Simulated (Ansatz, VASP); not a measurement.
## One calculation of KI, two programs

Contents of INCAR:

```
SYSTEM = KI
ALGO     = Normal         ! electronic algorithm
EDIFF    = 1E-7           ! SCF threshold, eV
ENCUT    = 520            ! plane-wave cutoff, eV
GGA      = PE             ! functional
ISIF     = 2              ! what is computed and relaxed
ISMEAR   = 0              ! smearing method
LASPH    = .True.         ! aspherical terms in the spheres
LCHARG   = .False.        ! write CHGCAR
LREAL    = .False.        ! projectors in reciprocal space
LWAVE    = .False.        ! write WAVECAR
NBANDS   = 15             ! bands
NELM     = 80             ! most SCF steps
PREC     = Accurate       ! precision mode
SIGMA    = 0.05           ! smearing width, eV
```

KPOINTS

```
k-points
0
Gamma
  6 6 6
  0 0 0
```

POSCAR

```
KI
1.0
    0.0000000000      3.5245500000      3.5245500000
    3.5245500000      0.0000000000      3.5245500000
    3.5245500000      3.5245500000      0.0000000000
K I
1 1
Direct
    0.0000000000      0.0000000000      0.0000000000
    0.4964534480      0.4964534480      0.5035465520
```

Input for Ansatz:

```yaml
crystal:
  lattice:
    - [0.0, 3.52455, 3.52455]
    - [3.52455, 0.0, 3.52455]
    - [3.52455, 3.52455, 0.0]
  atoms:
    - { symbol: K, position: [0.0, 0.0, 0.0] }
    - { symbol: I, position: [0.496453448, 0.496453448, 0.503546552] }
basis:
  ecutwfc: 420
kpoints:
  mp_grid: { grid: [6, 6, 6] }
hamiltonian:
  xc: pbe
scf:
  occupations: { method: gaussian, width: 0.05 }
output:
  forces: true
  stress: true
  eigenvalues: true
```

Change from the starting cell: all I atoms moved +0.025 Å, as atom 2 towards its neighbour atom 1 (K) at 3.525 Å.

Alike in both runs: task single point; functional PBE; k mesh 6 × 6 × 6; occupations gaussian, width 0.05 eV; no spin polarisation.

|  | VASP | Ansatz |
| --- | --- | --- |
| version | VASP 6.6.1 | Ansatz 0.2.0 |
| potentials or method | VASP PAW PBE potentials, release 64 (K_sv, I), cutoff 520 eV | scalar-relativistic, plane waves, PAW |
| valence electrons in the cell | 16 | 26 |

|  | VASP | Ansatz | Ansatz less VASP |
| --- | --- | --- | --- |
| gap on the k mesh at the Fermi level (eV) | 3.98 | 3.98 | +0.004 |
| least direct gap on the mesh (eV) | 3.98 | 3.98 | +0.004 |
| pressure (GPa) | 0.7 | 0.7 | -0.03 |
| rms of the force components (eV/Å) | 0.016 | 0.016 | -0.0001 |

Atom by atom the forces differ by 0.000 eV/Å (rms over components). VASP's potentials hold 16 valence electrons a cell and Ansatz's 26, so a difference there can come from the potentials and not from the codes.

Spin-orbit coupling is off throughout.
